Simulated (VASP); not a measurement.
A run of VASP 6.6.1:

Contents of POSCAR:

```
Re
1.0
    0.0000000000      2.5676256273      2.5676256273
    2.5676256273      0.0000000000      2.5676256273
    2.5676256273      2.5676256273      0.0000000000
Re
2
Direct
   -0.1250000000     -0.1250000000     -0.1250000000
    0.1250000000      0.1250000000      0.1250000000
```

The input INCAR.step1:

```
SYSTEM = Re
  PREC = Accurate
  ENCUT = 520
  EDIFF = 1E-6
  ISMEAR = -1
  SIGMA = 0.1
  LREAL = .False.
  LASPH = .True.
  NELM = 60
  ALGO = Normal
  ISIF = 2
  LWAVE = .False.
  LCHARG = .True.
  LMAXMIX = 4
  GGA = PE
  NBANDS = 14
```

KPOINTS.step1

```
regular mesh
0
Gamma
  12 12 12
  0 0 0
```

File INCAR.step2:

```
SYSTEM = Re
  PREC = Accurate
  ENCUT = 520
  EDIFF = 1E-6
  ISMEAR = -5
  SIGMA = 0.1
  LREAL = .False.
  LASPH = .True.
  NELM = 60
  ALGO = Normal
  ISIF = 2
  LWAVE = .False.
  LCHARG = .False.
  LMAXMIX = 4
  GGA = PE
  LORBIT = 10
  NBANDS = 14
  NEDOS = 2001
  ICHARG = 11
```

KPOINTS.step2

```
regular mesh
0
Gamma
  18 18 18
  0 0 0
```

Potentials or basis: VASP PAW PBE potentials, release 64 (Re).

Launch:

```console
$ cat potpaw_PBE.64/Re/POTCAR > POTCAR
$ cp INCAR.step1 INCAR
$ cp KPOINTS.step1 KPOINTS
$ mpirun -np 1 vasp_std > vasp.out
$ cp INCAR.step2 INCAR
$ cp KPOINTS.step2 KPOINTS
$ mpirun -np 1 vasp_std > vasp.out
```

Hardware: 1 thread of Intel(R) Xeon(R) 6975P-C (Granite Rapids), on a shared host.

**Question.** How long does it take, and how much memory?

**Answer.** It took 39 s on 1 thread of Intel(R) Xeon(R) 6975P-C (Granite Rapids) (shared host), peak memory 0.2 GiB. Counts: k points 195.
